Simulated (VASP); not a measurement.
Crystal: CdF2.

```xyz
3
Lattice="0.0000 2.6940 2.6940 2.6940 0.0000 2.6940 2.6940 2.6940 0.0000" Properties=species:S:1:pos:R:3 pbc="T T T"
Cd    0.0000    0.0000    0.0000
F     4.0410    4.0410    4.0410
F     1.3470    1.3470    1.3470
```

| Item | Value |
| --- | --- |
| Program | VASP 6.6.1 |
| Task | relaxation of cell and atoms |
| Functional | BLYP |
| Dispersion | D3(BJ) |
| Potentials or basis | VASP PAW PBE potentials, release 64 (Cd, F) |
| Cutoff | 600 eV |
| k mesh | 9 × 9 × 9 |
| Occupations | fermi-dirac, width 0.05 eV |
| Spin | no spin polarisation |

At the start: pressure 4.9 GPa; volume 13.03 Å³/atom.

Q: How do energy, volume and symmetry change on relaxing?

A: Over 3 steps the energy falls by 8.8 meV/atom and the volume is 13.63 Å³/atom (+4.5 %); space group Fm-3m (No. 225, to 0.1 Å) before and after.

The path:
| step | energy change (eV) | largest force (eV/Å) | pressure (GPa) | volume (Å³) |
| --- | --- | --- | --- | --- |
| 1 | 0.0000 | 0.0000 | 4.91 | 39.10 |
| 2 | -0.0242 | 0.0000 | -1.27 | 41.41 |
| 3 | -0.0263 | 0.0000 | -0.02 | 40.88 |

Final structure:
```
Cd F
1.0
     0.00000    2.73420    2.73420
     2.73420    0.00000    2.73420
     2.73420    2.73420    0.00000
Cd F
1 2
Cartesian
  0.0000 0.0000 0.0000
  4.1013 4.1013 4.1013
  1.3671 1.3671 1.3671
```

Caveat: the PAW data sets were made with another functional, which shifts forces and pressure a little.
